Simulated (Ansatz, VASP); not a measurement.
# HC in VASP and in Ansatz

```
CELL_PARAMETERS angstrom
12.00000 0.00000 0.00000
0.00000 12.50000 0.00000
0.00000 0.00000 13.00000
ATOMIC_POSITIONS crystal
C 0.50000 0.50000 0.54640
C 0.50000 0.50000 0.45360
H 0.50000 0.50000 0.37126
H 0.50000 0.50000 0.62874
```

Alike in both runs: task single point; functional PBE; dispersion D3(BJ); k mesh 1 × 1 × 1; no spin polarisation.

```csv
,VASP,Ansatz
version,VASP 6.6.1,Ansatz 0.2.0
potentials or method,"VASP PAW PBE potentials, release 64 (C, H)","scalar-relativistic, plane waves, PAW"
plane-wave cutoff (eV),520,420
occupations,"gaussian, width 0.01 eV",fixed
valence electrons in the cell,10,10
```

```tsv
	VASP	Ansatz	Ansatz less VASP
rms of the force components (eV/Å)	0.045	0.001	-0.0441
```

Atom by atom the forces differ by 0.045 eV/Å (rms over components).
